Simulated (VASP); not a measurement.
# MnCl (Pm-3m) in VASP: a series of runs

The runs below take MnCl through single point, relaxation of cell and atoms, with PBE.

Everything below comes from runs of VASP 6.6.1. Logs are shortened: lines on timing, memory, paths and dates and some standing lists are left out, and cuts for length are marked.

### Step 1. The cell of the first run

It takes space group Pm-3m (No. 221, cubic). Conventional cell: a = 3.208 Å, b = 3.208 Å, c = 3.208 Å, α = 90.00°, β = 90.00°, γ = 90.00°. Mn (site symmetry m-3m) has 8 Cl at 2.78 Å and 6 Mn at 3.21 Å within 3.7 Å. Within 3.7 Å of Cl (site symmetry m-3m) lie 8 Mn at 2.78 Å and 6 Cl at 3.21 Å.

### Step 2. Single point, PBE, collinear spin, ferromagnetic start

INCAR reads:

```
SYSTEM = MnCl
ALGO = Normal ; EDIFF = 1E-6
ENCUT = 520 ; GGA = PE
ISIF = 2 ; ISMEAR = 0
ISPIN = 2 ; LASPH = .True.
LCHARG = .True. ; LELF = .True.
LMAXMIX = 4 ; LORBIT = 11
LREAL = .False. ; LVHAR = .True.
LWAVE = .False. ; MAGMOM = 4.37 0
NBANDS = 21 ; NELM = 150
PREC = Accurate ; SIGMA = 0.1
```

KPOINTS reads:

```
k-points
0
Gamma
  6 6 6
  0 0 0
```

POSCAR reads:

```
MnCl
1.0
    3.2084089577      0.0000000000      0.0000000000
    0.0000000000      3.2084089577      0.0000000000
    0.0000000000      0.0000000000      3.2084089577
Mn Cl
1 1
Direct
    0.0000000000      0.0000000000      0.0000000000
    0.5000000000      0.5000000000      0.5000000000
```

Potentials or basis: VASP PAW PBE potentials, release 64 (Mn_pv, Cl).

The run is started by

```console
$ cat potpaw_PBE.64/Mn_pv/POTCAR potpaw_PBE.64/Cl/POTCAR > POTCAR
$ mpirun -np 1 vasp_std > vasp.out
```

OUTCAR:

```text
SYSTEM = MnCl
   EDIFF = 1E-6
   ENCUT = 520
   GGA = PE
   ISIF = 2
   ISMEAR = 0
   ISPIN = 2
   LASPH = .True.
   LORBIT = 11
   LREAL = .False.
   NELM = 150
   PREC = Accurate

 ion  position               nearest neighbor table
   1  0.000  0.000  0.000-   2 2.78   2 2.78   2 2.78   2 2.78   2 2.78   2 2.78   2 2.78   2 2.78

   2  0.500  0.500  0.500-   1 2.78   1 2.78   1 2.78   1 2.78   1 2.78   1 2.78   1 2.78   1 2.78

  LATTYP: Found a simple cubic cell.
 ALAT       =     3.2084089577

  Lattice vectors:

 A1 = (   3.2084089577,   0.0000000000,   0.0000000000)
 A2 = (   0.0000000000,   3.2084089577,   0.0000000000)
 A3 = (   0.0000000000,   0.0000000000,   3.2084089577)

Analysis of symmetry for initial positions (statically):
=====================================================================
 Subroutine PRICEL returns:
 Original cell was already a primitive cell.

 Routine SETGRP: Setting up the symmetry group for a
 simple cubic supercell.

 Subroutine GETGRP returns: Found 48 space group operations
 (whereof 48 operations were pure point group operations)
 out of a pool of 48 trial point group operations.

The static configuration has the point symmetry O_h .

Analysis of symmetry for dynamics (positions and initial velocities):
=====================================================================
 Subroutine PRICEL returns:
 Original cell was already a primitive cell.

 Routine SETGRP: Setting up the symmetry group for a
 simple cubic supercell.

 Subroutine GETGRP returns: Found 48 space group operations
 (whereof 48 operations were pure point group operations)
 out of a pool of 48 trial point group operations.

The dynamic configuration has the point symmetry O_h .

Analysis of structural, dynamic, and magnetic symmetry:
=====================================================================
 Subroutine PRICEL returns:
 Original cell was already a primitive cell.

 Routine SETGRP: Setting up the symmetry group for a
 simple cubic supercell.

 Subroutine GETGRP returns: Found 48 space group operations
 (whereof 48 operations were pure point group operations)
 out of a pool of 48 trial point group operations.

The overall configuration has the point symmetry O_h .

 Subroutine INISYM returns: Found 48 space group operations
 (whereof 48 operations are pure point group operations),
 and found     1 'primitive' translations

----------------------------------------------------------------------------------------

                                     Primitive cell

  volume of cell :      33.0270

  direct lattice vectors                    reciprocal lattice vectors
     3.208408958  0.000000000  0.000000000     0.311680965  0.000000000  0.000000000
     0.000000000  3.208408958  0.000000000     0.000000000  0.311680965  0.000000000
     0.000000000  0.000000000  3.208408958     0.000000000  0.000000000  0.311680965

  length of vectors
     3.208408958  3.208408958  3.208408958     0.311680965  0.311680965  0.311680965

  position of ions in fractional coordinates (direct lattice)
     0.000000000  0.000000000  0.000000000
     0.500000000  0.500000000  0.500000000

  ion indices of the primitive-cell ions
   primitive index   ion index
                 1           1
                 2           2

----------------------------------------------------------------------------------------

 KPOINTS: k-points

Automatic generation of k-mesh.
 Grid dimensions read from file:
 generate k-points for:    6    6    6

 Generating k-lattice:

  Cartesian coordinates                     Fractional coordinates (reciprocal lattice)
     0.051946827  0.000000000  0.000000000     0.166666667  0.000000000  0.000000000
     0.000000000  0.051946827  0.000000000     0.000000000  0.166666667  0.000000000
     0.000000000  0.000000000  0.051946827     0.000000000  0.000000000  0.166666667

  Length of vectors
     0.051946827  0.051946827  0.051946827

  Shift w.r.t. Gamma in fractional coordinates (k-lattice)
     0.000000000  0.000000000  0.000000000

 Subroutine IBZKPT returns following result:
 ===========================================

 Found     20 irreducible k-points:

 Following reciprocal coordinates:
            Coordinates               Weight
  0.000000  0.000000  0.000000      1.000000
  0.166667  0.000000  0.000000      6.000000
  0.333333  0.000000  0.000000      6.000000
  0.500000  0.000000  0.000000      3.000000
  0.166667  0.166667  0.000000     12.000000
  0.333333  0.166667  0.000000     24.000000
[... 12 lines left out ...]
  0.500000  0.500000  0.333333      6.000000
  0.500000  0.500000  0.500000      1.000000
   k-points           NKPTS =     20   k-points in BZ     NKDIM =     20   number of bands    NBANDS=     21
   number of dos      NEDOS =    301   number of ions     NIONS =      2
   total plane-waves  NPLWV =  13824
   dimension x,y,z NGX =    24 NGY =   24 NGZ =   24
   dimension x,y,z NGXF=    48 NGYF=   48 NGZF=   48
   ions per type =               1   1
   NGX,Y,Z   is equivalent  to a cutoff of  12.44, 12.44, 12.44 a.u.
   NGXF,Y,Z  is equivalent  to a cutoff of  24.87, 24.87, 24.87 a.u.
 SYSTEM =  MnCl
   PREC   = accura    normal or accurate (medium, high low for compatibility)
   ISTART =      0    job   : 0-new  1-cont  2-samecut
   ICHARG =      2    charge: 1-file 2-atom 10-const
   ISPIN  =      2    spin polarized calculation?
   LNONCOLLINEAR =      F non collinear calculations
   LSORBIT =      F    spin-orbit coupling
   LASPH  =      T    aspherical Exc in radial PAW
   ENCUT  =  520.0 eV  38.22 Ry    6.18 a.u.   5.97  5.97  5.97*2*pi/ulx,y,z
   NELM   =    150;   NELMIN=  2; NELMDL= -5     # of ELM steps
   EDIFF  = 0.1E-05   stopping-criterion for ELM
   LREAL  =      F    real-space projection
   EDIFFG = 0.1E-04   stopping-criterion for IOM
   NSW    =      0    number of steps for IOM
   IBRION =     -1    ionic relax: 0-MD 1-quasi-New 2-CG
   NFREE  =      0    steps in history (QN), initial steepest desc. (CG)
   ISIF   =      2    stress and relaxation
   ISYM   =      2    0-nonsym 1-usesym 2-fastsym
   POTIM  = 0.5000    time-step for ionic-motion
   TEBEG  =    0.0;   TEEND  =   0.0 temperature during run
   PSTRESS=    0.0 pullay stress
   NELECT =      20.0000    total number of electrons
   NUPDOWN=      -1.0000    fix difference up-down
   EMIN   =  10.00;   EMAX   =-10.00  energy-range for DOS
   EFERMI =   0.00;   METHOD = LEGACY
   ISMEAR =     0;   SIGMA  =   0.10  broadening in eV -4-tet -1-fermi 0-gaus
   EFERMI_NEDOS =   21; number of points for ismear=-14 and -15
   IALGO  =     38    algorithm
   IMIX   =      4    mixing-type and parameters
     AMIX     =   0.40;   BMIX     =  1.00
     AMIX_MAG =   1.60;   BMIX_MAG =  1.00
  volume/ion in A,a.u.               =      16.51       111.44
  Fermi-wavevector in a.u.,A,eV,Ry     =   1.385038  2.617343 26.100478  1.918331
  Thomas-Fermi vector in A             =   2.509486
   LORBIT       =     11    0 simple, 1 ext, 2 COOP (PROOUT), +10 PAW based schemes
   GGA     = PE    functional components
   LHFCALC =     F    Hartree Fock is set to
   AEXX    =    0.0000 exact exchange contribution
   IVDW    =     0    specifies the selected vdW correction
   LEPSILON=     F    determine dielectric tensor
   LRPA    =     F    only Hartree local field effects (RPA)
 spin polarized calculation
 Gauss-broadening in eV      SIGMA  =   0.10
  energy-cutoff  :      520.00
  volume of cell :       33.03
 maximum number of plane-waves:       912
 NGX is ok and might be reduce to    24
   NGX = 11   NGY = 11   NGZ = 11

 number of electron      20.0000037 magnetization       4.0648034

 Free energy of the ion-electron system (eV)
  ---------------------------------------------------
  ext. energy  EPLUGINS =         0.00000000
  ---------------------------------------------------
  free energy    TOTEN  =       -10.70804607 eV

  energy without entropy =      -10.70485673  energy(sigma->0) =      -10.70645140

 E-fermi :   7.9763     XC(G=0): -11.0230

 val. band max:        7.9598393563   @ k =   0.1667   0.1667   0.0000
 cond. band min:       8.1966405900   @ k =   0.5000   0.5000   0.3333
 fundamental gap:      0.2368012337
 Fermi energy:         7.9762668333

 spin component 1

 k-point     1 :       0.0000    0.0000    0.0000
  band No.  band energies     occupation
      1     -41.8043      1.00000
      2     -41.8043      1.00000
      3     -41.8043      1.00000
      4     -10.7263      1.00000
      5       3.0616      1.00000
      6       3.0616      1.00000
[... 13 lines left out ...]
     20      21.8922      0.00000
     21      21.8922      0.00000
[... 433 lines left out ...]
 k-point    20 :       0.5000    0.5000    0.5000
  band No.  band energies     occupation
      1     -41.8246      1.00000
      2     -41.8246      1.00000
      3     -41.8246      1.00000
      4      -8.8825      1.00000
      5       0.3783      1.00000
      6       0.3783      1.00000
[... 13 lines left out ...]
     20      25.1965      0.00000
     21      25.1965      0.00000
 Fermi energy:         7.9762668333

 spin component 2

 k-point     1 :       0.0000    0.0000    0.0000
  band No.  band energies     occupation
      1     -37.8206      1.00000
      2     -37.8206      1.00000
      3     -37.8206      1.00000
      4     -10.5784      1.00000
      5       3.2175      1.00000
      6       3.2175      1.00000
[... 13 lines left out ...]
     20      22.2729      0.00000
     21      22.2729      0.00000
[... 433 lines left out ...]
 k-point    20 :       0.5000    0.5000    0.5000
  band No.  band energies     occupation
      1     -37.8462      1.00000
      2     -37.8462      1.00000
      3     -37.8462      1.00000
      4      -8.7595      1.00000
      5       0.8219      1.00000
      6       0.8219      1.00000
[... 13 lines left out ...]
     20      25.2462      0.00000
     21      25.2462      0.00000

------------------------ aborting loop because EDIFF is reached ----------------------------------------

  FORCE on cell =-STRESS in cart. coord.  units (eV):
  Direction    XX          YY          ZZ          XY          YZ          ZX
  --------------------------------------------------------------------------------------
  -------------------------------------------------------------------------------------
  Total       -0.0416156     -0.0416156     -0.0416156     -0.0000000     -0.0000000      0.0000000
  in kB       -2.0188202     -2.0188202     -2.0188202     -0.0000000     -0.0000000      0.0000000
  external PRESSURE =      -2.0188202 kB  Pullay stress =       0.0000000 kB

 VOLUME and BASIS-vectors are now :
 -----------------------------------------------------------------------------
  energy-cutoff  :      520.00
  volume of cell :       33.03
      direct lattice vectors                 reciprocal lattice vectors
     3.208408958  0.000000000  0.000000000     0.311680965  0.000000000  0.000000000
     0.000000000  3.208408958  0.000000000     0.000000000  0.311680965  0.000000000
     0.000000000  0.000000000  3.208408958     0.000000000  0.000000000  0.311680965

 POSITION                                       TOTAL-FORCE (eV/Angst)
 -----------------------------------------------------------------------------------
      0.00000      0.00000      0.00000         0.000000      0.000000      0.000000
      1.60420      1.60420      1.60420         0.000000      0.000000      0.000000
 -----------------------------------------------------------------------------------
    total drift:                               -0.000000      0.000000     -0.000000

  FREE ENERGIE OF THE ION-ELECTRON SYSTEM (eV)
  ---------------------------------------------------
  free  energy   TOTEN  =       -10.7080460734 eV

  energy  without entropy=      -10.7048567264  energy(sigma->0) =      -10.70645140

 total charge

# of ion       s       p       d       tot
------------------------------------------
    1        0.164   6.088   5.175  11.426
    2        1.610   3.474   0.000   5.084
--------------------------------------------------
tot          1.774   9.561   5.175  16.510

 magnetization (x)

# of ion       s       p       d       tot
------------------------------------------
    1        0.012   0.014   3.742   3.768
    2        0.020   0.073   0.000   0.093
--------------------------------------------------
tot          0.032   0.087   3.742   3.861
```

Wall time 28 s (1 thread of Intel Xeon 8259CL, shared host); peak memory 0.16 GiB.

Results:

- Free energy: -10.7080 eV
- Pressure: -0.2 GPa
- Net moment: 4.06 μB per cell
- Site moments: Mn +3.77; Cl +0.09 μB
- Valence electrons inside the program's atomic spheres: Mn 11.43; Cl 5.08

Levels at points of the mesh, in eV from the Fermi level:
Spin up:
| k point | band 8 | band 9 | band 10 | band 11 | band 12 | band 13 | band 14 | band 15 | band 16 | band 17 |
| --- | --- | --- | --- | --- | --- | --- | --- | --- | --- | --- |
| (0.00, 0.00, 0.00) | -3.32 | -3.32 | -2.20 | -2.20 | -2.20 | -1.55 | 6.30 | 6.30 | 12.20 | 12.20 |
| (0.50, 0.00, 0.00) | -2.95 | -2.11 | -1.58 | -1.32 | -1.32 | 2.24 | 4.18 | 6.13 | 7.15 | 7.15 |
| (0.50, 0.50, 0.00) | -3.39 | -2.64 | -2.64 | -2.62 | -1.42 | 0.73 | 6.94 | 6.94 | 7.84 | 10.83 |
| (0.50, 0.50, 0.50) | -1.40 | -1.40 | -1.14 | -1.14 | -1.14 | 1.29 | 1.29 | 1.29 | 5.65 | 16.26 |
Spin down:
```
           k point  band 5  band 6  band 7  band 8  band 9  band 10  band 11  band 12
(0.00, 0.00, 0.00)   -4.76   -4.76   -4.76   -1.05   -1.05    -0.60     1.74     1.74
(0.50, 0.00, 0.00)   -8.77   -4.64   -4.64   -0.36    1.37     1.90     2.17     2.17
(0.50, 0.50, 0.00)   -7.52   -7.52   -3.92   -1.58    0.81     0.98     0.98     1.78
(0.50, 0.50, 0.50)   -7.15   -7.15   -7.15    1.81    1.81     1.87     1.87     1.87
```

Caveat: a cell with one magnetic atom can't hold antiferromagnetic order, which such compounds often take; semilocal functionals often make such compounds metallic where correlation or magnetic order opens a gap, which also shifts bond lengths. With open d or f shells a metallic result of PBE can be an artefact of self-interaction; +U or a hybrid may open a gap.

### Step 3. Relaxation of cell and atoms, PBE, collinear spin, ferromagnetic start

This run uses another cell than the first one, of 19.98 Å³/atom.

INCAR reads:

```
SYSTEM = MnCl
PREC = Accurate
ENCUT = 600
EDIFF = 1E-6
ISMEAR = 0
SIGMA = 0.1
LREAL = .False.
LASPH = .True.
NELM = 150
ALGO = Normal
ISIF = 3
LWAVE = .False.
LCHARG = .False.
ISPIN = 2
MAGMOM = 4.37 0
LORBIT = 11
LMAXMIX = 4
GGA = PE
IBRION = 2
NSW = 90
EDIFFG = -0.04
```

KPOINTS reads:

```
Automatic mesh
0
Gamma
  6 6 6
  0 0 0
```

POSCAR reads:

```
MnCl
1.0
    3.4190226428      0.0000000000      0.0000000000
    0.0000000000      3.4190226428      0.0000000000
    0.0000000000      0.0000000000      3.4190226428
Mn Cl
1 1
Direct
    0.0000000000      0.0000000000      0.0000000000
    0.5000000000      0.5000000000      0.5000000000
```

Potentials or basis: VASP PAW PBE potentials, release 64 (Mn_pv, Cl).

The run is started by

```console
$ cat potpaw_PBE.64/Mn_pv/POTCAR potpaw_PBE.64/Cl/POTCAR > POTCAR
$ mpirun -np 1 vasp_std > vasp.out
```

It took 2.6 min on 1 thread of Intel Xeon 8259CL, shared host; peak memory 0.19 GiB.

Results (log left out):

```yaml
Free_energy: -10.7111 eV
Relaxed_volume: 16.55 Å³/atom
Relaxed_cell: a = 3.211 Å, b = 3.211 Å, c = 3.211 Å, α = 90.00°, β = 90.00°, γ = 90.00°
Space_group_after_relaxing_to_0.1_Å: Pm-3m (No. 221)
Energy_gained_by_relaxing: 92.8 meV/atom
Ionic_steps: 4
Pressure_after_relaxing: -0.3 GPa
Net_moment: 4.06 μB per cell
Site_moments: Mn +3.77; Cl +0.09 μB
Valence_electrons_inside_the_program's_atomic_spheres: Mn 11.43; Cl 5.08
```

The path:
```
step  energy change (eV)  largest force (eV/Å)  pressure (GPa)  volume (Å³)
   1              0.0000                0.0000           -6.64        39.97
   2             -0.1535                0.0000           -3.97        35.36
   3             -0.1688                0.0000            3.47        31.40
   4             -0.1855                0.0000           -0.27        33.09
```

Final structure:
```cif
data_structure
_symmetry_space_group_name_H-M 'P 1'
_symmetry_Int_Tables_number 1
_cell_length_a 3.2105
_cell_length_b 3.2105
_cell_length_c 3.2105
_cell_angle_alpha 90.000
_cell_angle_beta 90.000
_cell_angle_gamma 90.000
_cell_volume 33.09
loop_
_atom_site_label
_atom_site_type_symbol
_atom_site_fract_x
_atom_site_fract_y
_atom_site_fract_z
_atom_site_occupancy
Mn1 Mn 0.00000 0.00000 0.00000 1
Cl1 Cl 0.50000 0.50000 0.50000 1
```

Levels at points of the mesh, in eV from the Fermi level:
Spin up:
| k point | band 9 | band 10 | band 11 | band 12 | band 13 | band 14 | band 15 | band 16 |
| --- | --- | --- | --- | --- | --- | --- | --- | --- |
| (0.00, 0.00, 0.00) | -3.32 | -2.20 | -2.20 | -2.20 | -1.56 | 6.30 | 6.30 | 12.18 |
| (0.50, 0.00, 0.00) | -2.11 | -1.58 | -1.33 | -1.33 | 2.23 | 4.16 | 6.13 | 7.15 |
| (0.50, 0.50, 0.00) | -2.65 | -2.65 | -2.63 | -1.43 | 0.72 | 6.93 | 6.93 | 7.83 |
| (0.50, 0.50, 0.50) | -1.40 | -1.15 | -1.15 | -1.15 | 1.29 | 1.29 | 1.29 | 5.63 |
Spin down:
| k point | band 5 | band 6 | band 7 | band 8 | band 9 | band 10 | band 11 | band 12 |
| --- | --- | --- | --- | --- | --- | --- | --- | --- |
| (0.00, 0.00, 0.00) | -4.76 | -4.76 | -4.76 | -1.05 | -1.05 | -0.62 | 1.74 | 1.74 |
| (0.50, 0.00, 0.00) | -8.76 | -4.64 | -4.64 | -0.35 | 1.36 | 1.90 | 2.17 | 2.17 |
| (0.50, 0.50, 0.00) | -7.51 | -7.51 | -3.92 | -1.58 | 0.81 | 0.98 | 0.98 | 1.77 |
| (0.50, 0.50, 0.50) | -7.15 | -7.15 | -7.15 | 1.81 | 1.81 | 1.87 | 1.87 | 1.87 |

Caveat: the volume moved by over 15 % at a fixed basis, so the end points are rough; a cell with one magnetic atom can't hold antiferromagnetic order, which such compounds often take; semilocal functionals often make such compounds metallic where correlation or magnetic order opens a gap, which also shifts bond lengths. With open d or f shells a metallic result of PBE can be an artefact of self-interaction; +U or a hybrid may open a gap.
